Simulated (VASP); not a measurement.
Here is a VASP 6.6.1 calculation.

Contents of INCAR:

```
PREC     = Accurate       # precision mode
ENCUT    = 600            # plane-wave cutoff, eV
EDIFF    = 1E-6           # SCF threshold, eV
ISMEAR   = -1             # smearing method
SIGMA    = 0.15           # smearing width, eV
LREAL    = False          # projectors in reciprocal space
LASPH    = True           # aspherical terms in the spheres
NELM     = 60             # most SCF steps
ALGO     = Fast           # electronic algorithm
ISIF     = 3              # what is computed and relaxed
LWAVE    = False          # write WAVECAR
LCHARG   = False          # write CHGCAR
IBRION   = 2              # ionic algorithm
NSW      = 80             # ionic steps
EDIFFG   = -0.001         # ionic threshold
```

The input KPOINTS:

```
Automatic mesh
0
Gamma
  16 16 16
```

POSCAR

```
Pt
1.0
    0.0000000000      1.9467426965      1.9467426965
    1.9467426965      0.0000000000      1.9467426965
    1.9467426965      1.9467426965      0.0000000000
Pt
1
Direct
    0.0000000000      0.0000000000      0.0000000000
```

Potentials or basis: VASP PAW LDA potentials, release 64 (Pt).

Launch:

```bash
$ cat potpaw_LDA.64/Pt/POTCAR > POTCAR
$ mpirun -np 1 vasp_std > vasp.out
```

(1) What does it give for the band gap on the k mesh?

(2) What does it give for the space group after relaxing (to 0.05 Å)?

(3) What does it give for the relaxed volume?

Answers

(1) zero (band 5 reaches 11.97 eV, above the bottom of band 6 at 9.68 eV).

(2) Fm-3m (No. 225).

(3) 14.84 Å³/atom.

Caveat: spin-orbit coupling is left out, which moves the levels of the heavy elements.
